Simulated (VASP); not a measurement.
# ZnCu (Pm-3m) in VASP: further runs, part 2 of 2

VASP 6.6.1. The steps go on from the part before.

## Step 3: Single point, PBE (13.01 Å³/atom)

This run uses another cell than the first one, of 13.01 Å³/atom.

Input file INCAR:

```
SYSTEM = ZnCu
PREC = Accurate ; ENCUT = 520
EDIFF = 1E-6 ; ISMEAR = 0
SIGMA = 0.05 ; LREAL = .False.
LASPH = .True. ; NELM = 80
ALGO = Fast ; ISIF = 2
LWAVE = .False. ; LCHARG = .False.
GGA = PE ; NBANDS = 18
```

Input file KPOINTS:

```
Automatic mesh
0
Gamma
  12 12 12
  0 0 0
```

Input file POSCAR:

```
ZnCu
1.0
    2.9629196503      0.0000000000      0.0000000000
    0.0000000000      2.9629196503      0.0000000000
    0.0000000000      0.0000000000      2.9629196503
Zn Cu
1 1
Direct
    0.5000000000      0.5000000000      0.5000000000
    0.0000000000      0.0000000000      0.0000000000
```

Potentials or basis: VASP PAW PBE potentials, release 64 (Zn, Cu).

Launch:

```
$ cat potpaw_PBE.64/Zn/POTCAR potpaw_PBE.64/Cu/POTCAR > POTCAR
$ mpirun -np 1 vasp_std > vasp.out
```

OUTCAR:

```text
SYSTEM = ZnCu
   PREC = Accurate
   ENCUT = 520
   EDIFF = 1E-6
   ISMEAR = 0
   LREAL = .False.
   LASPH = .True.
   NELM = 80
   ISIF = 2
   GGA = PE

 ion  position               nearest neighbor table
   1  0.500  0.500  0.500-   2 2.57   2 2.57   2 2.57   2 2.57   2 2.57   2 2.57   2 2.57   2 2.57

   2  0.000  0.000  0.000-   1 2.57   1 2.57   1 2.57   1 2.57   1 2.57   1 2.57   1 2.57   1 2.57

  LATTYP: Found a simple cubic cell.
 ALAT       =     2.9629196503

  Lattice vectors:

 A1 = (   2.9629196503,   0.0000000000,   0.0000000000)
 A2 = (   0.0000000000,   2.9629196503,   0.0000000000)
 A3 = (   0.0000000000,   0.0000000000,   2.9629196503)

Analysis of symmetry for initial positions (statically):
=====================================================================
 Subroutine PRICEL returns:
 Original cell was already a primitive cell.

 Routine SETGRP: Setting up the symmetry group for a
 simple cubic supercell.

 Subroutine GETGRP returns: Found 48 space group operations
 (whereof 48 operations were pure point group operations)
 out of a pool of 48 trial point group operations.

The static configuration has the point symmetry O_h .

Analysis of symmetry for dynamics (positions and initial velocities):
=====================================================================
 Subroutine PRICEL returns:
 Original cell was already a primitive cell.

 Routine SETGRP: Setting up the symmetry group for a
 simple cubic supercell.

 Subroutine GETGRP returns: Found 48 space group operations
 (whereof 48 operations were pure point group operations)
 out of a pool of 48 trial point group operations.

The dynamic configuration has the point symmetry O_h .

 Subroutine INISYM returns: Found 48 space group operations
 (whereof 48 operations are pure point group operations),
 and found     1 'primitive' translations

----------------------------------------------------------------------------------------

                                     Primitive cell

  volume of cell :      26.0112

  direct lattice vectors                    reciprocal lattice vectors
     2.962919650  0.000000000  0.000000000     0.337504934  0.000000000  0.000000000
     0.000000000  2.962919650  0.000000000     0.000000000  0.337504934  0.000000000
     0.000000000  0.000000000  2.962919650     0.000000000  0.000000000  0.337504934

  length of vectors
     2.962919650  2.962919650  2.962919650     0.337504934  0.337504934  0.337504934

  position of ions in fractional coordinates (direct lattice)
     0.500000000  0.500000000  0.500000000
     0.000000000  0.000000000  0.000000000

  ion indices of the primitive-cell ions
   primitive index   ion index
                 1           1
                 2           2

----------------------------------------------------------------------------------------

 KPOINTS: Automatic mesh

Automatic generation of k-mesh.
 Grid dimensions read from file:
 generate k-points for:   12   12   12

 Generating k-lattice:

  Cartesian coordinates                     Fractional coordinates (reciprocal lattice)
     0.028125411  0.000000000  0.000000000     0.083333333  0.000000000  0.000000000
     0.000000000  0.028125411  0.000000000     0.000000000  0.083333333  0.000000000
     0.000000000  0.000000000  0.028125411     0.000000000  0.000000000  0.083333333

  Length of vectors
     0.028125411  0.028125411  0.028125411

  Shift w.r.t. Gamma in fractional coordinates (k-lattice)
     0.000000000  0.000000000  0.000000000

 Subroutine IBZKPT returns following result:
 ===========================================

 Found     84 irreducible k-points:

 Following reciprocal coordinates:
            Coordinates               Weight
  0.000000  0.000000  0.000000      1.000000
  0.083333  0.000000  0.000000      6.000000
  0.166667  0.000000  0.000000      6.000000
  0.250000  0.000000  0.000000      6.000000
  0.333333  0.000000  0.000000      6.000000
  0.416667  0.000000  0.000000      6.000000
[... 16 lines left out ...]
  0.333333  0.333333  0.000000     12.000000
  0.416667  0.333333  0.000000     24.000000
 [... further k-points ...]
   k-points           NKPTS =     84   k-points in BZ     NKDIM =     84   number of bands    NBANDS=     18
   number of dos      NEDOS =    301   number of ions     NIONS =      2
   total plane-waves  NPLWV =  13824
   dimension x,y,z NGX =    24 NGY =   24 NGZ =   24
   dimension x,y,z NGXF=    48 NGYF=   48 NGZF=   48
   ions per type =               1   1
   NGX,Y,Z   is equivalent  to a cutoff of  13.47, 13.47, 13.47 a.u.
   NGXF,Y,Z  is equivalent  to a cutoff of  26.93, 26.93, 26.93 a.u.
 SYSTEM =  ZnCu
   PREC   = accura    normal or accurate (medium, high low for compatibility)
   ISTART =      0    job   : 0-new  1-cont  2-samecut
   ICHARG =      2    charge: 1-file 2-atom 10-const
   ISPIN  =      1    spin polarized calculation?
   LNONCOLLINEAR =      F non collinear calculations
   LSORBIT =      F    spin-orbit coupling
   LASPH  =      T    aspherical Exc in radial PAW
   ENCUT  =  520.0 eV  38.22 Ry    6.18 a.u.   5.51  5.51  5.51*2*pi/ulx,y,z
   NELM   =     80;   NELMIN=  2; NELMDL= -5     # of ELM steps
   EDIFF  = 0.1E-05   stopping-criterion for ELM
   LREAL  =      F    real-space projection
   EDIFFG = 0.1E-04   stopping-criterion for IOM
   NSW    =      0    number of steps for IOM
   IBRION =     -1    ionic relax: 0-MD 1-quasi-New 2-CG
   NFREE  =      0    steps in history (QN), initial steepest desc. (CG)
   ISIF   =      2    stress and relaxation
   ISYM   =      2    0-nonsym 1-usesym 2-fastsym
   POTIM  = 0.5000    time-step for ionic-motion
   TEBEG  =    0.0;   TEEND  =   0.0 temperature during run
   PSTRESS=    0.0 pullay stress
   NELECT =      23.0000    total number of electrons
   NUPDOWN=      -1.0000    fix difference up-down
   EMIN   =  10.00;   EMAX   =-10.00  energy-range for DOS
   EFERMI =   0.00;   METHOD = LEGACY
   ISMEAR =     0;   SIGMA  =   0.05  broadening in eV -4-tet -1-fermi 0-gaus
   EFERMI_NEDOS =   21; number of points for ismear=-14 and -15
   IALGO  =     68    algorithm
   IMIX   =      4    mixing-type and parameters
     AMIX     =   0.40;   BMIX     =  1.00
     AMIX_MAG =   1.60;   BMIX_MAG =  1.00
  volume/ion in A,a.u.               =      13.01        87.77
  Fermi-wavevector in a.u.,A,eV,Ry     =   1.571319  2.969361 33.593355  2.469042
  Thomas-Fermi vector in A             =   2.672920
   LORBIT       =      0    0 simple, 1 ext, 2 COOP (PROOUT), +10 PAW based schemes
   GGA     = PE    functional components
   LHFCALC =     F    Hartree Fock is set to
   AEXX    =    0.0000 exact exchange contribution
   IVDW    =     0    specifies the selected vdW correction
   LEPSILON=     F    determine dielectric tensor
   LRPA    =     F    only Hartree local field effects (RPA)
 non-spin polarized calculation
 RMM-DIIS sequential band-by-band and
 Gauss-broadening in eV      SIGMA  =   0.05
  energy-cutoff  :      520.00
  volume of cell :       26.01
 maximum number of plane-waves:       739
 NGX is ok and might be reduce to    24
   NGX = 11   NGY = 11   NGZ = 11

 number of electron      23.0000018 magnetization

 Free energy of the ion-electron system (eV)
  ---------------------------------------------------
  ext. energy  EPLUGINS =         0.00000000
  ---------------------------------------------------
  free energy    TOTEN  =        -5.01036860 eV

  energy without entropy =       -5.00958670  energy(sigma->0) =       -5.00997765

 E-fermi :   5.2762     XC(G=0): -12.2999

 val. band max:        5.2694590824   @ k =   0.5000   0.3333   0.3333
 cond. band min:       5.3789305673   @ k =   0.3333   0.3333   0.0000
 fundamental gap:      0.1094714848
 Fermi energy:         5.2761987542

 k-point     1 :       0.0000    0.0000    0.0000
  band No.  band energies     occupation
      1      -4.8285      2.00000
      2      -2.4177      2.00000
      3      -2.4177      2.00000
      4      -1.7513      2.00000
      5      -1.7513      2.00000
      6      -1.7513      2.00000
[... 10 lines left out ...]
     17      17.3614      0.00000
     18      28.6311      0.00000
[... 463 lines left out ...]
 k-point    24 :       0.4167    0.3333    0.0000
  band No.  band energies     occupation
      1      -2.4954      2.00000
      2      -2.2945      2.00000
      3      -1.9648      2.00000
      4      -1.9157      2.00000
      5      -1.6882      2.00000
      6       0.0986      2.00000
[... 10 lines left out ...]
     17      20.4424      0.00000
     18      21.1798      0.00000

 [... further k-points ...]

------------------------ aborting loop because EDIFF is reached ----------------------------------------

  FORCE on cell =-STRESS in cart. coord.  units (eV):
  Direction    XX          YY          ZZ          XY          YZ          ZX
  --------------------------------------------------------------------------------------
  -------------------------------------------------------------------------------------
  Total        0.1766318      0.1766318      0.1766318     -0.0000000     -0.0000000      0.0000000
  in kB       10.8797758     10.8797758     10.8797758     -0.0000000     -0.0000000      0.0000000
  external PRESSURE =      10.8797758 kB  Pullay stress =       0.0000000 kB

 VOLUME and BASIS-vectors are now :
 -----------------------------------------------------------------------------
  energy-cutoff  :      520.00
  volume of cell :       26.01
      direct lattice vectors                 reciprocal lattice vectors
     2.962919650  0.000000000  0.000000000     0.337504934  0.000000000  0.000000000
     0.000000000  2.962919650  0.000000000     0.000000000  0.337504934  0.000000000
     0.000000000  0.000000000  2.962919650     0.000000000  0.000000000  0.337504934

 POSITION                                       TOTAL-FORCE (eV/Angst)
 -----------------------------------------------------------------------------------
      1.48146      1.48146      1.48146         0.000000      0.000000      0.000000
      0.00000      0.00000      0.00000         0.000000      0.000000      0.000000
 -----------------------------------------------------------------------------------
    total drift:                                0.000000      0.000000     -0.000000

  FREE ENERGIE OF THE ION-ELECTRON SYSTEM (eV)
  ---------------------------------------------------
  free  energy   TOTEN  =        -5.0103686035 eV

  energy  without entropy=       -5.0095867005  energy(sigma->0) =       -5.00997765
```

OSZICAR:

```text
N       E                     dE             d eps       ncg     rms          rms(c)
DAV:   1     0.113898316440E+03    0.11390E+03   -0.11267E+04  3256   0.210E+03
DAV:   2    -0.136186584443E+01   -0.11526E+03   -0.11047E+03  3044   0.300E+02
DAV:   3    -0.603592110906E+01   -0.46741E+01   -0.46457E+01  3352   0.750E+01
DAV:   4    -0.607431105897E+01   -0.38390E-01   -0.38378E-01  3504   0.625E+00
DAV:   5    -0.607483497756E+01   -0.52392E-03   -0.52390E-03  3370   0.748E-01    0.940E+00
RMM:   6    -0.595550922332E+01    0.11933E+00   -0.87042E+00  3481   0.463E+01    0.663E+00
RMM:   7    -0.501863463434E+01    0.93687E+00   -0.22101E+00  3405   0.230E+01    0.237E+00
RMM:   8    -0.501519570944E+01    0.34389E-02   -0.24325E-02  3519   0.248E+00    0.106E+00
RMM:   9    -0.501115757690E+01    0.40381E-02   -0.10358E-02  3495   0.163E+00    0.255E-01
RMM:  10    -0.501027480504E+01    0.88277E-03   -0.53882E-03  3592   0.948E-01    0.784E-02
RMM:  11    -0.501033722500E+01   -0.62420E-04   -0.95893E-04  3897   0.390E-01    0.241E-02
RMM:  12    -0.501037766412E+01   -0.40439E-04   -0.31883E-04  3741   0.193E-01    0.429E-02
RMM:  13    -0.501036865954E+01    0.90046E-05   -0.17095E-04  3625   0.198E-01    0.218E-02
RMM:  14    -0.501036679708E+01    0.18625E-05   -0.52099E-05  3409   0.689E-02    0.540E-03
RMM:  15    -0.501036835236E+01   -0.15553E-05   -0.17904E-05  3377   0.377E-02    0.137E-03
RMM:  16    -0.501036860354E+01   -0.25118E-06   -0.17520E-06  2791   0.130E-02
   1 F= -.50103686E+01 E0= -.50099777E+01  d E =-.781903E-03
```

Run time: 35 s. Hardware: 1 thread of Intel Xeon 8259CL, shared host; peak memory 0.16 GiB.

What came out:

```yaml
Free_energy: -5.0104 eV
Pressure: 1.1 GPa
Band_gap_on_the_k_mesh: zero (an odd number of electrons rules out a gap without spin polarisation)
```

## Step 4: Single point, PBE (13.04 Å³/atom)

This run uses another cell than the first one, of 13.04 Å³/atom.

Input file INCAR:

```
SYSTEM = ZnCu
PREC = Accurate
ENCUT = 520
EDIFF = 1E-6
ISMEAR = 0
SIGMA = 0.05
LREAL = .FALSE.
LASPH = .TRUE.
NELM = 100
ALGO = Normal
ISIF = 2
LWAVE = .FALSE.
LCHARG = .FALSE.
GGA = PE
NBANDS = 18
```

Input file KPOINTS:

```
Automatic mesh
0
G
  12 12 12
  0 0 0
```

Input file POSCAR:

```
ZnCu
1.0
    2.9652259816      0.0000000000      0.0000000000
    0.0000000000      2.9652259816      0.0000000000
    0.0000000000      0.0000000000      2.9652259816
Zn Cu
1 1
Direct
    0.5000000000      0.5000000000      0.5000000000
    0.0000000000      0.0000000000      0.0000000000
```

Launch:

```
$ cat potpaw_PBE.64/Zn/POTCAR potpaw_PBE.64/Cu/POTCAR > POTCAR
$ mpirun -np 1 vasp_std > vasp.out
```

Wall time 34 s (1 thread of Intel Xeon 8259CL, shared host); peak memory 0.17 GiB.

Results (log left out):

| Item | Value |
| --- | --- |
| Free energy | -5.0106 eV |
| Pressure | 0.5 GPa |
| Band gap on the k mesh | zero (an odd number of electrons rules out a gap without spin polarisation) |

Levels at points of the mesh, in eV from the Fermi level:
```csv
k point,band 9,band 10,band 11,band 12,band 13,band 14,band 15,band 16
"(0.00, 0.00, 0.00)",-2.60,-2.60,-2.60,6.25,6.25,6.25,11.22,11.22
"(0.50, 0.00, 0.00)",-3.13,-3.13,-2.67,-1.90,11.63,11.63,12.27,12.27
"(0.50, 0.50, 0.00)",-2.75,-2.37,-1.73,-1.73,1.76,2.12,13.81,15.45
"(0.50, 0.50, 0.50)",-2.35,-2.35,3.80,4.39,4.39,4.39,4.54,4.54
```

## Step 5: The runs side by side

```csv
cell,gap on the mesh (eV),pressure (GPa)
"a = 2.955 Å, 2 atoms",none,2.1
"a = 2.963 Å, 2 atoms",none,1.1
"a = 2.965 Å, 2 atoms",none,0.5
```

Alike in all rows: task single point; level PBE; potentials or basis VASP PAW PBE potentials, release 64 (Zn, Cu); no spin polarisation; k mesh 12 × 12 × 12; cutoff (eV) 520; smearing gaussian 0.05 eV.

Total energies depend on the potentials used, so only differences within one code and one set of settings carry meaning.

The gap in the log of VASP goes by the Fermi energy; the results here count the filled bands.